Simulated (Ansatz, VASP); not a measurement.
# Two plane-wave programs on Al2O3

File POSCAR:

```
Al2O3
1.0
    2.3802500000      1.3742379782      4.3318666667
   -2.3802500000      1.3742379782      4.3318666667
    0.0000000000     -2.7484759565      4.3318666667
Al O
4 6
Direct
    0.8521600000      0.8521600000      0.8521600000
    0.6478400000      0.6478400000      0.6478400000
    0.1478400000      0.1478400000      0.1478400000
    0.3521600000      0.3521600000      0.3521600000
    0.0566800000      0.7500000000      0.4433200000
    0.7500000000      0.4433200000      0.0566800000
    0.4433200000      0.0566800000      0.7500000000
    0.9433200000      0.2500000000      0.5566800000
    0.2500000000      0.5566800000      0.9433200000
    0.5566800000      0.9433200000      0.2500000000
```

File INCAR.step1:

```
ALGO     = Normal         # electronic algorithm
EDIFF    = 1E-4           # SCF threshold, eV
ENCUT    = 520            # plane-wave cutoff, eV
GGA      = PE             # functional
ISMEAR   = -1             # smearing method
LASPH    = T              # aspherical terms in the spheres
LCHARG   = F              # write CHGCAR
LREAL    = F              # projectors in reciprocal space
LWAVE    = T              # write WAVECAR
NBANDS   = 35             # bands
NELM     = 80             # most SCF steps
PREC     = Accurate       # precision mode
SIGMA    = 0.05           # smearing width, eV
```

INCAR.step2

```
ALGO     = Normal         # electronic algorithm
EDIFF    = 1E-6           # SCF threshold, eV
ENCUT    = 520            # plane-wave cutoff, eV
ISIF     = 2              # what is computed and relaxed
ISMEAR   = -1             # smearing method
ISTART   = 1            
LASPH    = T              # aspherical terms in the spheres
LCHARG   = F              # write CHGCAR
LMIXTAU  = T            
LREAL    = F              # projectors in reciprocal space
LWAVE    = F              # write WAVECAR
METAGGA  = R2SCAN         # meta-GGA
NBANDS   = 35             # bands
NELM     = 80             # most SCF steps
PREC     = Accurate       # precision mode
SIGMA    = 0.05           # smearing width, eV
```

KPOINTS

```
k-points
0
Gamma
  7 7 7
```

File input.yaml:

```yaml
crystal:
  lattice:
    - [2.38025, 1.3742379782, 4.3318666667]
    - [-2.38025, 1.3742379782, 4.3318666667]
    - [0.0, -2.7484759565, 4.3318666667]
  atoms:
    - { symbol: Al, position: [0.85216, 0.85216, 0.85216] }
    - { symbol: Al, position: [0.64784, 0.64784, 0.64784] }
    - { symbol: Al, position: [0.14784, 0.14784, 0.14784] }
    - { symbol: Al, position: [0.35216, 0.35216, 0.35216] }
    - { symbol: O, position: [0.05668, 0.75, 0.44332] }
    - { symbol: O, position: [0.75, 0.44332, 0.05668] }
    - { symbol: O, position: [0.44332, 0.05668, 0.75] }
    - { symbol: O, position: [0.94332, 0.25, 0.55668] }
    - { symbol: O, position: [0.25, 0.55668, 0.94332] }
    - { symbol: O, position: [0.55668, 0.94332, 0.25] }
hamiltonian:
  xc: r2scan
  pseudopotentials: { kind: paw }
kpoints:
  mp_grid: { grid: [7, 7, 7] }
scf:
  occupations: { method: fermi_dirac, width: 0.05 }
  n_extra_bands: 25
output:
  forces: true
  stress: true
  eigenvalues: true
  dos: { projected: true, de: 0.05, nscf_kmesh: { grid: [11, 11, 11] } }
```

Alike in both runs: functional r2SCAN; k mesh 7 × 7 × 7; occupations fermi-dirac, width 0.05 eV; no spin polarisation.

|  | VASP | Ansatz |
| --- | --- | --- |
| version | VASP 6.6.1 | Ansatz 0.2.0 |
| potentials or method | VASP PAW PBE potentials, release 64 (Al, O) | Ansatz PAW |
| plane-wave cutoff (eV) | 520 | 500 |
| valence electrons in the cell | 48 | 48 |
| task | single point | projected density of states |

VASP gave:

```
gap on the k mesh at the Fermi level (eV)                     : 7.13
least direct gap on the mesh (eV)                             : 7.13
pressure (GPa)                                                : -0.7
traceless stress, the component that is largest in VASP (GPa) : -0.09
rms of the force components (eV/Å)                            : 0.039
```

**Question.** Estimate Ansatz's values.

**Answer.** gap on the k mesh at the Fermi level (eV): 7.11; least direct gap on the mesh (eV): 7.11; pressure (GPa): -0.2; traceless stress, the component that is largest in VASP (GPa): -0.03; rms of the force components (eV/Å): 0.029.

VASP's potentials were made for PBE, not for r2SCAN. Atom by atom the forces differ by 0.010 eV/Å (rms over components). The functional is the same, so the differences come from potentials, cutoffs and numerics.

Noted on Ansatz's run: odd divisions of the mesh miss points on the zone boundary, where band edges often lie, so the gap on the mesh can be too wide.
